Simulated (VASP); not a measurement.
A run of VASP 6.6.1 is set up as follows.

The input INCAR:

```
SYSTEM = TePb
PREC = Accurate
ENCUT = 520
EDIFF = 1E-6
ISMEAR = -1
SIGMA = 0.03
LREAL = .FALSE.
LASPH = .TRUE.
NELM = 80
ALGO = Normal
ISIF = 2
LWAVE = .FALSE.
LCHARG = .TRUE.
GGA = PE
LELF = .TRUE.
LVHAR = .TRUE.
NBANDS = 17
```

The input KPOINTS:

```
Automatic mesh
0
G
  4 4 4
  0 0 0
```

The input POSCAR:

```
TePb
1.0
    4.0022870000      0.0000000000      0.0000000000
    0.0000000000      4.0022870000      0.0000000000
    0.0000000000      0.0000000000      4.0022870000
Pb Te
1 1
Direct
    0.0000000000      0.0000000000      0.0000000000
    0.5000000000      0.5000000000      0.5000000000
```

Potentials or basis: VASP PAW PBE potentials, release 64 (Pb_d, Te).

Command:

```bash
$ cat potpaw_PBE.64/Pb_d/POTCAR potpaw_PBE.64/Te/POTCAR > POTCAR
$ mpirun -np 1 vasp_std > vasp.out
```

Task: Estimate the band gap on the k mesh.

Result: Zero (band 10 reaches 6.66 eV, above the bottom of band 11 at 5.33 eV).

Task: Estimate the pressure.

Result: 0.5 GPa.

Caveat: the k points lie up to 0.39 Å⁻¹ apart; spin-orbit coupling is left out, which moves the levels of the heavy elements.
